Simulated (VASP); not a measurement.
Crystal: BaZr.

```
Ba Zr
1.0
     3.81105    0.00000    0.00000
     0.00000    3.81105    0.00000
     0.00000    0.00000    3.81105
Ba Zr
1 1
Direct
  0.00000 0.00000 0.00000
  0.50000 0.50000 0.50000
```

```yaml
Program: VASP 6.6.1
Task: relaxation of cell and atoms
Functional: PBE
Potentials_or_basis: VASP PAW PBE potentials, release 64 (Ba_sv, Zr_sv)
Cutoff: 600 eV
k_mesh: 4 × 4 × 4
Occupations: gaussian, width 0.1 eV
Spin: no spin polarisation
```

At the start: pressure 8.4 GPa; volume 27.68 Å³/atom.

Q: How do energy, volume and symmetry change on relaxing?

A: Over 3 steps the energy falls by 130.7 meV/atom and the volume is 33.56 Å³/atom (+21.2 %); space group Pm-3m (No. 221, to 0.05 Å).

Step by step:
| step | energy change (eV) | largest force (eV/Å) | pressure (GPa) | volume (Å³) |
| --- | --- | --- | --- | --- |
| 1 | 0.0000 | 0.0000 | 8.43 | 55.35 |
| 2 | -0.2607 | 0.0000 | -0.28 | 67.85 |
| 3 | -0.2614 | 0.0000 | 0.02 | 67.11 |

Final structure:
```
CELL_PARAMETERS angstrom
4.06384 0.00000 0.00000
0.00000 4.06384 0.00000
0.00000 0.00000 4.06384
ATOMIC_POSITIONS crystal
Ba 0.00000 0.00000 0.00000
Zr 0.50000 0.50000 0.50000
```

Caveat: the k points lie up to 0.39 Å⁻¹ apart in the final cell; the volume moved by over 15 % at a fixed basis, so the end points are rough.
